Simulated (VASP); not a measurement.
# ScSbSe3 (P-6m2) in VASP: a series of runs, part 2 of 2

VASP 6.6.1. Earlier steps stand in the parts before.

## 4. Single point, PBE

This run uses another cell than the first one, of 25.16 Å³/atom.

INCAR

```
ALGO = Fast
EDIFF = 1E-6
ENCUT = 520
GGA = PE
ISIF = 2
ISMEAR = 0
LASPH = True
LCHARG = False
LREAL = False
LWAVE = False
NBANDS = 25
NELM = 80
PREC = Accurate
SIGMA = 0.1
```

KPOINTS

```
k-points
0
Gamma
  12 12 8
```

POSCAR

```
ScSbSe3
1.0
    5.2156714699      0.0000000000      0.0000000000
   -2.6078357350      4.5169039907      0.0000000000
    0.0000000000      0.0000000000      5.3405838656
Sc Sb Se
1 1 3
Direct
    0.0000000000      0.0000000000      0.5000000000
    0.3333333333      0.6666666667      0.5000000000
    0.6666666667      0.3333333333      0.2705017834
    0.6666666667      0.3333333333      0.7294982166
    0.0000000000      0.0000000000      0.0000000000
```

Run with:

```console
$ cat potpaw_PBE.64/Sc_sv/POTCAR potpaw_PBE.64/Sb/POTCAR potpaw_PBE.64/Se/POTCAR > POTCAR
$ mpirun -np 1 vasp_std > vasp.out
```

Run time: 8.9 min. Hardware: 1 thread of Oxide Virtual Turin-like, shared host; peak memory 0.43 GiB.

Results (log left out):

| Item | Value |
| --- | --- |
| Free energy | -21.7916 eV |
| Pressure | 0.1 GPa |
| Largest force | 0.011 eV/Å |
| Band gap on the k mesh | zero (bands 17 and 18 overlap by 1.21 eV) |

Forces in eV/Å, atoms in the order of the input:
```
Sc   0.000  0.000  0.000
Sb   0.000  0.000  0.000
Se   0.000  0.000 -0.011
Se   0.000  0.000  0.011
Se   0.000  0.000  0.000
```

Stress tensor (GPa, compression positive):
```
0.01 0.00 0.00
0.00 0.01 0.00
0.00 0.00 0.15
```

Levels at points of the mesh, in eV from the Fermi level:
```csv
k point,band 13,band 14,band 15,band 16,band 17,band 18,band 19,band 20,band 21,band 22
"(0.00, 0.00, 0.00)",-2.36,-2.36,-1.27,-1.27,0.51,0.64,0.64,1.68,1.68,2.41
"(0.50, 0.00, 0.00)",-1.70,-1.59,-1.26,-0.96,-0.23,0.41,1.51,1.97,2.35,2.39
"(0.00, 0.00, 0.50)",-3.15,-2.16,-1.01,-0.74,-0.74,-0.71,-0.71,-0.12,2.57,2.57
"(0.50, 0.00, 0.50)",-2.84,-1.95,-1.15,-0.27,-0.11,0.06,0.38,1.12,2.02,2.58
```

Caveat: spin-orbit coupling is left out, which moves the levels of the heavy elements.

## 5. Relaxation of cell and atoms, PBE

This run uses another cell than the first one, of 27.15 Å³/atom.

INCAR

```
SYSTEM = ScSbSe3
PREC     = Accurate       ! precision mode
ENCUT    = 600            ! plane-wave cutoff, eV
EDIFF    = 1E-6           ! SCF threshold, eV
ISMEAR   = 0              ! smearing method
SIGMA    = 0.1            ! smearing width, eV
LREAL    = .False.        ! projectors in reciprocal space
LASPH    = .True.         ! aspherical terms in the spheres
NELM     = 80             ! most SCF steps
ALGO     = Normal         ! electronic algorithm
ISIF     = 3              ! what is computed and relaxed
LWAVE    = .False.        ! write WAVECAR
LCHARG   = .False.        ! write CHGCAR
GGA      = PE             ! functional
IBRION   = 2              ! ionic algorithm
NSW      = 90             ! ionic steps
EDIFFG   = -0.04          ! ionic threshold
```

KPOINTS

```
Automatic mesh
0
Gamma
  6 6 4
  0 0 0
```

POSCAR

```
ScSbSe3
1.0
    5.0382654000      0.0000000000      0.0000000000
   -2.5191327000      4.3632658300      0.0000000000
    0.0000000000      0.0000000000      6.1753980700
Sc Sb Se
1 1 3
Direct
    0.0000000000      0.0000000000      0.5000000000
    0.3333333300      0.6666666700      0.5000000000
    0.6666666700      0.3333333300      0.1839174100
    0.6666666700      0.3333333300      0.8160825900
    0.0000000000      0.0000000000      0.0000000000
```

Run with:

```console
$ cat potpaw_PBE.64/Sc_sv/POTCAR potpaw_PBE.64/Sb/POTCAR potpaw_PBE.64/Se/POTCAR > POTCAR
$ mpirun -np 1 vasp_std > vasp.out
```

Run time: 13 min. Hardware: 1 thread of Oxide Virtual Turin-like, shared host; peak memory 0.31 GiB.

It converged, with:

* Free energy: -21.9048 eV
* Relaxed volume: 24.87 Å³/atom
* Relaxed cell: a = 5.177 Å, b = 5.177 Å, c = 5.358 Å, α = 90.00°, β = 90.00°, γ = 120.00°
* Space group after relaxing (to 0.1 Å): P-6m2 (No. 187)
* Energy gained by relaxing: 260.2 meV/atom
* Ionic steps: 10
* Pressure after relaxing: -0.1 GPa
* Largest force after relaxing: 0.019 eV/Å
* Band gap on the k mesh: zero (bands 17 and 18 overlap by 1.13 eV)

Forces on the atoms (eV/Å):
```
Sc   0.000  0.000  0.000
Sb   0.000  0.000  0.000
Se   0.000  0.000 -0.019
Se   0.000  0.000  0.019
Se   0.000  0.000  0.000
```

Stress tensor (GPa, compression positive):
```
-0.18  0.00  0.00
 0.00 -0.18  0.00
 0.00  0.00  0.15
```

Step by step:
| step | energy change (eV) | largest force (eV/Å) | pressure (GPa) | volume (Å³) |
| --- | --- | --- | --- | --- |
| 1 | 0.0000 | 1.9957 | -0.74 | 135.76 |
| 2 | -0.3271 | 0.8050 | -1.80 | 133.27 |
| 3 | -0.6418 | 0.5201 | -2.21 | 129.65 |
| 4 | -1.2350 | 0.2765 | 0.86 | 122.32 |
| 5 | -1.2012 | 0.9861 | 0.75 | 125.44 |
| 6 | -1.2687 | 0.5763 | 0.60 | 123.65 |
| 7 | -1.2906 | 0.0020 | -1.17 | 126.70 |
| 8 | -1.2928 | 0.1254 | -0.79 | 125.98 |
| 9 | -1.2987 | 0.0425 | 0.30 | 123.58 |
| 10 | -1.3008 | 0.0188 | -0.07 | 124.36 |

Final structure:
```yaml
crystal:
  lattice:
    - [5.17714, 0.00000, 0.00000]
    - [-2.58857, 4.48353, 0.00000]
    - [0.00000, 0.00000, 5.35773]
  atoms:
    - { symbol: Sc, position: [0.00000, 0.00000, 0.50000] }
    - { symbol: Sb, position: [0.33333, 0.66667, 0.50000] }
    - { symbol: Se, position: [0.66667, 0.33333, 0.26206] }
    - { symbol: Se, position: [0.66667, 0.33333, 0.73794] }
    - { symbol: Se, position: [0.00000, 0.00000, 0.00000] }
```

Levels at points of the mesh, in eV from the Fermi level:
```tsv
k point	band 15	band 16	band 17	band 18	band 19	band 20
(0.00, 0.00, 0.00)	-1.26	-1.26	0.51	0.69	0.69	1.71
(0.50, 0.00, 0.00)	-1.28	-0.96	-0.14	0.53	1.58	2.08
(0.00, 0.00, 0.50)	-1.25	-0.76	-0.76	-0.62	-0.62	-0.19
(0.50, 0.00, 0.50)	-1.34	-0.41	-0.03	0.26	0.41	1.11
```

Caveat: spin-orbit coupling is left out, which moves the levels of the heavy elements.

## 6. Single point, PBE, collinear spin

INCAR

```
SYSTEM = ScSbSe3
ALGO = Fast ; EDIFF = 1E-7
ENCUT = 520 ; GGA = PE
ISIF = 2 ; ISMEAR = 0
ISPIN = 2 ; LASPH = .TRUE.
LCHARG = .FALSE. ; LMAXMIX = 4
LORBIT = 11 ; LREAL = .FALSE.
LWAVE = .FALSE. ; MAGMOM = 1 0 0 0 0
NBANDS = 29 ; NELM = 150
PREC = Accurate ; SIGMA = 0.1
```

KPOINTS

```
k-points
0
G
  6 6 4
  0 0 0
```

POSCAR

```
ScSbSe3
1.0
    5.1690036858      0.0000000000      0.0000000000
   -2.5845018429      4.4764885042      0.0000000000
    0.0000000000      0.0000000000      5.3595188902
Sc Sb Se
1 1 3
Direct
    0.0000000000      0.0000000000      0.5000000000
    0.3333333333      0.6666666667      0.5000000000
    0.6666666667      0.3333333333      0.2619122531
    0.6666666667      0.3333333333      0.7380877469
    0.0000000000      0.0000000000      0.0000000000
```

Potentials or basis: VASP PAW PBE potentials, release 64 (Sc_sv, Sb, Se).

Run with:

```console
$ cat potpaw_PBE.64/Sc_sv/POTCAR potpaw_PBE.64/Sb/POTCAR potpaw_PBE.64/Se/POTCAR > POTCAR
$ mpirun -np 1 vasp_std > vasp.out
```

OUTCAR:

```text
SYSTEM = ScSbSe3
   EDIFF = 1E-7
   ENCUT = 520
   GGA = PE
   ISIF = 2
   ISMEAR = 0
   ISPIN = 2
   LASPH = .TRUE.
   LORBIT = 11
   LREAL = .FALSE.
   NELM = 150
   PREC = Accurate

 ion  position               nearest neighbor table
   1  0.000  0.000  0.500-   5 2.68   5 2.68   2 2.98   2 2.98   2 2.98
   2  0.333  0.667  0.500-   1 2.98   1 2.98   1 2.98   3 3.25   4 3.25   3 3.25   4 3.25   4 3.25
                             3 3.25
   3  0.667  0.333  0.262-   4 2.55   2 3.25   2 3.25   2 3.25
   4  0.667  0.333  0.738-   3 2.55   2 3.25   2 3.25   2 3.25
   5  0.000  0.000  0.000-   1 2.68   1 2.68

  LATTYP: Found a hexagonal cell.
 ALAT       =     5.1690036858
 C/A-ratio  =     1.0368572390

  Lattice vectors:

 A1 = (   5.1690036858,   0.0000000000,   0.0000000000)
 A2 = (  -2.5845018429,   4.4764885042,   0.0000000000)
 A3 = (   0.0000000000,   0.0000000000,   5.3595188902)

Analysis of symmetry for initial positions (statically):
=====================================================================
 Subroutine PRICEL returns:
 Original cell was already a primitive cell.

 Routine SETGRP: Setting up the symmetry group for a
 hexagonal supercell.
[... 1548 lines left out ...]
  -------------------------------------------------------------------------------------
  Total        0.0110108      0.0110108      0.0829305      0.0000000      0.0000000      0.0000000
  in kB        0.1422529      0.1422529      1.0714074      0.0000000      0.0000000      0.0000000
  external PRESSURE =       0.4519711 kB  Pullay stress =       0.0000000 kB

 VOLUME and BASIS-vectors are now :
 -----------------------------------------------------------------------------
  energy-cutoff  :      520.00
  volume of cell :      124.01
      direct lattice vectors                 reciprocal lattice vectors
     5.169003686  0.000000000  0.000000000     0.193460880  0.111694691  0.000000000
    -2.584501843  4.476488504  0.000000000     0.000000000  0.223389382  0.000000000
     0.000000000  0.000000000  5.359518890     0.000000000  0.000000000  0.186583912

 POSITION                                       TOTAL-FORCE (eV/Angst)
 -----------------------------------------------------------------------------------
      0.00000      0.00000      2.67976         0.000000      0.000000      0.000000
     -0.00000      2.98433      2.67976        -0.000000      0.000000      0.000000
      2.58450      1.49216      1.40372         0.000000      0.000000     -0.005950
      2.58450      1.49216      3.95580         0.000000      0.000000      0.005950
      0.00000      0.00000      0.00000         0.000000      0.000000      0.000000
 -----------------------------------------------------------------------------------
    total drift:                               -0.000000      0.000000      0.000000

  FREE ENERGIE OF THE ION-ELECTRON SYSTEM (eV)
  ---------------------------------------------------
  free  energy   TOTEN  =       -21.9043135174 eV

  energy  without entropy=      -21.8803881466  energy(sigma->0) =      -21.89235083

 total charge

# of ion       s       p       d       tot
------------------------------------------
    1        2.168   6.111   1.067   9.346
    2        1.226   1.118   0.030   2.375
    3        1.527   2.112   0.052   3.690
    4        1.527   2.112   0.052   3.690
    5        1.486   2.266   0.020   3.773
--------------------------------------------------
tot          7.934  13.719   1.221  22.873

 magnetization (x)

# of ion       s       p       d       tot
------------------------------------------
    1        0.000   0.000   0.000   0.000
    2       -0.000  -0.000  -0.000  -0.000
    3       -0.000  -0.000  -0.000  -0.000
    4       -0.000  -0.000  -0.000  -0.000
    5       -0.000  -0.000  -0.000  -0.000
--------------------------------------------------
tot         -0.000  -0.000   0.000  -0.000
```

OSZICAR:

```text
N       E                     dE             d eps       ncg     rms          rms(c)
DAV:   1     0.290958689861E+03    0.29096E+03   -0.14080E+04  2468   0.103E+03
DAV:   2     0.583229528043E+01   -0.28513E+03   -0.27219E+03  2452   0.294E+02
DAV:   3    -0.217815860940E+02   -0.27614E+02   -0.25779E+02  3430   0.849E+01
DAV:   4    -0.232218699920E+02   -0.14403E+01   -0.14042E+01  3125   0.201E+01
DAV:   5    -0.232636456961E+02   -0.41776E-01   -0.41718E-01  3166   0.373E+00    0.103E+01
RMM:   6    -0.221353699151E+02    0.11283E+01   -0.30946E+00  2942   0.113E+01    0.498E+00
RMM:   7    -0.219300236541E+02    0.20535E+00   -0.45060E-01  3244   0.426E+00    0.296E+00
RMM:   8    -0.219074650071E+02    0.22559E-01   -0.20520E-01  3485   0.220E+00    0.111E+00
RMM:   9    -0.219035567458E+02    0.39083E-02   -0.19555E-02  3456   0.968E-01    0.402E-01
RMM:  10    -0.219041267889E+02   -0.57004E-03   -0.46431E-03  3488   0.402E-01    0.145E-01
RMM:  11    -0.219041926702E+02   -0.65881E-04   -0.98629E-04  3457   0.221E-01    0.787E-02
RMM:  12    -0.219042641591E+02   -0.71489E-04   -0.28177E-04  3489   0.125E-01    0.321E-02
RMM:  13    -0.219043018796E+02   -0.37721E-04   -0.81051E-05  3545   0.564E-02    0.142E-02
RMM:  14    -0.219043101779E+02   -0.82983E-05   -0.22251E-05  3557   0.264E-02    0.698E-03
RMM:  15    -0.219043123388E+02   -0.21610E-05   -0.60669E-06  3523   0.141E-02    0.337E-03
RMM:  16    -0.219043131576E+02   -0.81880E-06   -0.19510E-06  3124   0.847E-03    0.194E-03
RMM:  17    -0.219043134357E+02   -0.27803E-06   -0.70511E-07  2828   0.553E-03    0.748E-04
RMM:  18    -0.219043135174E+02   -0.81670E-07   -0.13694E-07  2337   0.358E-03
   1 F= -.21904314E+02 E0= -.21892351E+02  d E =-.239254E-01  mag=    -0.0004
```

stdout:

```text
POSCAR found type information on POSCAR ScSbSe
 POSCAR found :  3 types and       5 ions
 scaLAPACK will be used
 LDA part: xc-table for (Slater+PW92), standard interpolation
 POSCAR, INCAR and KPOINTS ok, starting setup
 FFT: planning ... GRIDC
 FFT: planning ... GRID_SOFT
 FFT: planning ... GRID
 WAVECAR not read
 entering main loop
```

Run time: 4.6 min. Hardware: 1 thread of Oxide Virtual Turin-like, shared host; peak memory 0.32 GiB.

What came out:

```yaml
Free_energy: -21.9043 eV
Pressure: 0.0 GPa
Largest_force: 0.006 eV/Å
Band_gap_on_the_k_mesh: zero (filled and empty bands overlap)
Net_moment: 0.00 μB per cell
Valence_electrons_inside_the_program's_atomic_spheres: Sc 9.35; Sb 2.38; Se 3.69, 3.77 (each value once)
```

Forces in eV/Å, atoms in the order of the input:
```
Sc   0.000  0.000  0.000
Sb   0.000  0.000  0.000
Se   0.000  0.000 -0.006
Se   0.000  0.000  0.006
Se   0.000  0.000  0.000
```

Levels at points of the mesh, in eV from the Fermi level:
Spin up:
```tsv
k point	band 13	band 14	band 15	band 16	band 17	band 18	band 19	band 20	band 21	band 22
(0.00, 0.00, 0.00)	-2.41	-2.41	-1.27	-1.27	0.51	0.69	0.69	1.71	1.71	2.44
(0.50, 0.00, 0.00)	-1.77	-1.62	-1.29	-0.96	-0.14	0.54	1.59	2.09	2.41	2.47
(0.00, 0.00, 0.50)	-3.27	-1.77	-1.28	-0.77	-0.77	-0.62	-0.62	-0.20	2.56	2.56
(0.50, 0.00, 0.50)	-2.58	-1.65	-1.36	-0.41	-0.04	0.27	0.41	1.11	2.15	2.57
```
Spin down:
```
           k point  band 15  band 16  band 17  band 18  band 19  band 20
(0.00, 0.00, 0.00)    -1.27    -1.27     0.51     0.69     0.69     1.71
(0.50, 0.00, 0.00)    -1.29    -0.96    -0.14     0.54     1.59     2.09
(0.00, 0.00, 0.50)    -1.28    -0.77    -0.77    -0.62    -0.62    -0.20
(0.50, 0.00, 0.50)    -1.36    -0.41    -0.04     0.27     0.41     1.11
```

Caveat: spin-orbit coupling is left out, which moves the levels of the heavy elements.

## 7. The runs side by side

| task | spin | cell | k mesh | cutoff (eV) | gap on the mesh (eV) | pressure (GPa) | largest force (eV/Å) |
| --- | --- | --- | --- | --- | --- | --- | --- |
| single point | off | a = 5.169, b = 5.169, c = 5.360 Å, angles 90.0, 90.0, 120.0°, 5 atoms, atomic positions A | 6 × 6 × 4 | 520 | none | 0.0 | 0.01 |
| single point | off | a = 5.038, b = 5.038, c = 6.175 Å, angles 90.0, 90.0, 120.0°, 5 atoms, atomic positions B | 6 × 6 × 4 | 520 | none | -0.8 | 2.00 |
| single point | off | a = 5.216, b = 5.216, c = 5.341 Å, angles 90.0, 90.0, 120.0°, 5 atoms, atomic positions C | 12 × 12 × 8 | 520 | none | 0.1 | 0.01 |
| relaxation of cell and atoms | off | relaxed from a = 5.038, b = 5.038, c = 6.175 Å, angles 90.0, 90.0, 120.0°, 5 atoms, atomic positions B | 6 × 6 × 4 | 600 | none | -0.1 | 0.02 |
| single point | collinear | a = 5.169, b = 5.169, c = 5.360 Å, angles 90.0, 90.0, 120.0°, 5 atoms, atomic positions A | 6 × 6 × 4 | 520 | none | 0.0 | 0.01 |

Alike in all rows: level PBE; potentials or basis VASP PAW PBE potentials, release 64 (Sc_sv, Sb, Se); smearing gaussian 0.1 eV.

Caveats: spin-orbit coupling is left out, which moves the levels of the heavy elements; forces of over 1 eV/Å act on the atoms, so gaps and moduli don't describe the material at rest (at least some runs).

Absolute energies hang on the potentials; compare differences alone.
